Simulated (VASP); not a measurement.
**Al: single point with LDA**

Al:

```
Al
1.0
     2.85044    0.00000    0.00000
    -1.42522    2.46856    0.00000
     0.00000    0.00000    9.26191
Al
4
Cartesian
  0.0000 0.0000 0.0000
  0.0000 1.6457 2.3155
  0.0000 0.0000 4.6310
  1.4252 0.8229 6.9464
```

```yaml
Program: VASP 6.6.1
Task: single point
Functional: LDA
Potentials_or_basis: VASP PAW LDA potentials, release 64 (Al)
Cutoff: 520 eV
k_mesh: 9 × 9 × 3
Occupations: methfessel-paxton, width 0.1 eV
Spin: no spin polarisation
```

- Pressure: -2.2 GPa
- Band gap on the k mesh: zero (band 6 reaches 11.91 eV, above the bottom of band 7 at 6.56 eV)

Stress tensor (GPa, compression positive):
```
-3.64  0.00  0.00
 0.00 -3.64  0.00
 0.00  0.00  0.72
```

Levels at points of the mesh, in eV from the Fermi level:
```tsv
k point	band 1	band 2	band 3	band 4	band 5	band 6	band 7	band 8	band 9	band 10
(0.00, 0.00, 0.00)	-11.05	-9.34	-9.34	-4.43	-4.21	3.68	3.69	10.70	10.70	10.93
```

Run time: 43 s on 1 thread of AMD EPYC 7R13, on a shared host, peak memory 0.13 GiB.
